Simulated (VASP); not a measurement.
# Au: relaxation of cell and atoms with PBE

The system is Au.

```
Au
1.0
     0.00000    1.99898    1.99898
     1.99898    0.00000    1.99898
     1.99898    1.99898    0.00000
Au
1
Direct
  0.00000 0.00000 0.00000
```

```json
{
 "Program": "VASP 6.6.1",
 "Task": "relaxation of cell and atoms",
 "Functional": "PBE",
 "Potentials or basis": "VASP PAW PBE potentials, release 64 (Au)",
 "Cutoff": "600 eV",
 "k mesh": "17 × 17 × 17",
 "Occupations": "fermi-dirac, width 0.1 eV",
 "Spin": "no spin polarisation",
 "Target pressure": "23 GPa",
 "Dipole correction": "no",
 "Further INCAR settings": "ALGO = Normal; EDIFF = 1e-06; IBRION = 2; EDIFFG = -0.005; NSW = 60; ISIF = 3"
}
```

```yaml
Relaxed_volume: 15.97 Å³/atom
Relaxed_cell: a = 2.826 Å, b = 2.826 Å, c = 2.826 Å, α = 60.00°, β = 60.00°, γ = 60.00°
Space_group_after_relaxing_to_0.05_Å: Fm-3m (No. 225)
Energy_change_on_relaxing_the_enthalpy_is_what_falls: +1.3 meV/atom
Ionic_steps: 3
Pressure_after_relaxing: 23.0 GPa
```

The path:
| step | energy change (eV) | largest force (eV/Å) | pressure (GPa) | volume (Å³) |
| --- | --- | --- | --- | --- |
| 1 | 0.0000 | 0.0000 | 22.85 | 15.98 |
| 2 | 0.0048 | 0.0000 | 23.40 | 15.94 |
| 3 | 0.0013 | 0.0000 | 23.00 | 15.97 |

Final structure:
```
Au
1.0
     0.00000    1.99861    1.99861
     1.99861    0.00000    1.99861
     1.99861    1.99861    0.00000
Au
1
Direct
  0.00000 0.00000 0.00000
```

Levels at points of the mesh, in eV from the Fermi level:
| k point | band 2 | band 3 | band 4 | band 5 | band 6 | band 7 | band 8 | band 9 |
| --- | --- | --- | --- | --- | --- | --- | --- | --- |
| (0.00, 0.00, 0.00) | -5.17 | -5.17 | -5.17 | -3.47 | -3.47 | 14.30 | 18.68 | 18.68 |

It took 18 s on 1 thread of Intel(R) Xeon(R) Platinum 8559C (Emerald Rapids) (shared host), peak memory 0.16 GiB.

Caveat: the cell is relaxed towards a set pressure, so the enthalpy falls and the energy may rise; spin-orbit coupling is left out, which moves the levels of the heavy elements.
